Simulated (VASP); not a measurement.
Crystal: Ti3Nb.

```
CELL_PARAMETERS angstrom
4.13343 0.00000 0.00000
0.00000 4.13343 0.00000
0.00000 0.00000 4.13343
ATOMIC_POSITIONS crystal
Ti 0.00000 0.50000 0.50000
Ti 0.50000 0.00000 0.50000
Ti 0.50000 0.50000 0.00000
Nb 0.00000 0.00000 0.00000
```

Base run:

* Program: VASP 6.6.1
* Functional: r2SCAN
* Potentials or basis: VASP PAW PBE potentials, release 64 (Ti_sv, Nb_sv)
* Cutoff: 520 eV
* k mesh: 6 × 6 × 6
* Occupations: gaussian, width 0.1 eV
* Spin: no spin polarisation

Its results: pressure -0.7 GPa.

**Question.** The run is repeated on the same cell with these changes: k mesh from 6 × 6 × 6 to 1 × 1 × 1. What comes out?

**Answer.** Pressure -58.3 GPa.

Caveats: some runs use coarse meshes; the PAW data sets were made with another functional, which shifts forces and pressure a little.
